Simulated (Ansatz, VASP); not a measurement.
# Two plane-wave programs on Mg

File INCAR:

```
ALGO     = Fast           # electronic algorithm
EDIFF    = 1E-7           # SCF threshold, eV
ENCUT    = 520            # plane-wave cutoff, eV
GGA      = PS             # functional
ISIF     = 2              # what is computed and relaxed
ISMEAR   = 0              # smearing method
LASPH    = True           # aspherical terms in the spheres
LCHARG   = False          # write CHGCAR
LREAL    = False          # projectors in reciprocal space
LWAVE    = False          # write WAVECAR
NBANDS   = 7              # bands
NELM     = 100            # most SCF steps
PREC     = Accurate       # precision mode
SIGMA    = 0.15           # smearing width, eV
```

The input KPOINTS:

```
k-points
0
Gamma
  18 18 18
```

POSCAR

```
Mg
1.0
   -1.8219578674      1.8219578674      1.7659500000
    1.8219578674     -1.8219578674      1.7659500000
    1.8219578674      1.8219578674     -1.7659500000
Mg
1
Direct
    0.0000000000      0.0000000000      0.0000000000
```

Input for Ansatz:

```yaml
crystal:
  lattice:
    - [-1.8219578674, 1.8219578674, 1.76595]
    - [1.8219578674, -1.8219578674, 1.76595]
    - [1.8219578674, 1.8219578674, -1.76595]
  atoms:
    - { symbol: Mg, position: [0.0, 0.0, 0.0] }
basis:
  ecutwfc: 520.0
kpoints:
  mp_grid: { grid: [18, 18, 18] }
hamiltonian:
  xc: pbesol
scf:
  occupations: { method: gaussian, width: 0.15 }
output:
  forces: true
  stress: true
  eigenvalues: true
  write_density: true
  write_potential: true
  elf: true
  volumetric_format: npy
```

Alike in both runs: task single point; functional PBEsol; k mesh 18 × 18 × 18; occupations gaussian, width 0.15 eV; no spin polarisation.

|  | VASP | Ansatz |
| --- | --- | --- |
| version | VASP 6.6.1 | Ansatz 0.2.0 |
| potentials or method | VASP PAW PBE potentials, release 64 (Mg), cutoff 520 eV | scalar-relativistic, plane waves, PAW |
| valence electrons in the cell | 2 | 10 |

```csv
,VASP,Ansatz,Ansatz less VASP
gap on the k mesh at the Fermi level (eV),none,none,-
pressure (GPa),-1.5,-1.4,+0.06
"traceless stress, the component that is largest in VASP (GPa)",0.06,0.06,+0.001
```

VASP's potentials were made for PBE, not for PBEsol. A gap of «none» marks a metal or a gap that the smearing closes. With one functional, cell and mesh, what is left measures potentials, basis and numerics. VASP's potentials hold 2 valence electrons a cell and Ansatz's 10, so a difference there can come from the potentials and not from the codes.
